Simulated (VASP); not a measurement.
W: relaxation of cell and atoms with PBE

Crystal: W.

```
W
1.0
    -1.58234    1.58234    1.58234
     1.58234   -1.58234    1.58234
     1.58234    1.58234   -1.58234
W
1
Cartesian
  0.0000 0.0000 0.0000
```

```
Program                : VASP 6.6.1
Task                   : relaxation of cell and atoms
Functional             : PBE
Potentials or basis    : VASP PAW PBE potentials, release 64 (W_sv)
Cutoff                 : 500 eV
k mesh                 : 11 × 11 × 11
Occupations            : fermi-dirac, width 0.1 eV
Spin                   : no spin polarisation
Dipole correction      : no
Further INCAR settings : ALGO = Normal; EDIFF = 1e-07; IBRION = 2; EDIFFG = -0.01; NSW = 60; ISIF = 3
```

```json
{
  "Relaxed volume": "16.18 Å³/atom",
  "Relaxed cell": "a = 2.760 Å, b = 2.760 Å, c = 2.760 Å, α = 109.47°, β = 109.47°, γ = 109.47°",
  "Space group after relaxing (to 0.05 Å)": "Im-3m (No. 229)",
  "Energy gained by relaxing": "6.6 meV/atom",
  "Ionic steps": "4",
  "Pressure after relaxing": "0.0 GPa",
  "Band gap on the k mesh": "zero (band 7 reaches 15.35 eV, above the bottom of band 8 at 9.96 eV)"
}
```

The path:
```
step  energy change (eV)  largest force (eV/Å)  pressure (GPa)  volume (Å³)
   1              0.0000                0.0000            6.52        15.85
   2              0.0673                0.0000          -18.59        17.37
   3             -0.0066                0.0000           -0.17        16.19
   4             -0.0066                0.0000           -0.02        16.18
```

Final structure:
```
W
1.0
    -1.59327    1.59327    1.59327
     1.59327   -1.59327    1.59327
     1.59327    1.59327   -1.59327
W
1
Direct
  0.00000 0.00000 0.00000
```

Levels at points of the mesh, in eV from the Fermi level:
```tsv
k point	band 5	band 6	band 7	band 8	band 9	band 10
(0.00, 0.00, 0.00)	-9.52	-1.19	-1.19	-1.19	2.22	2.22
```

Run time: 10 s on 1 thread of Intel(R) Xeon(R) 6975P-C (Granite Rapids) (shared host), peak memory 0.13 GiB.

Caveat: spin-orbit coupling is left out, which moves the levels of the heavy elements. PBE usually gives volumes a little too large and moduli too small.
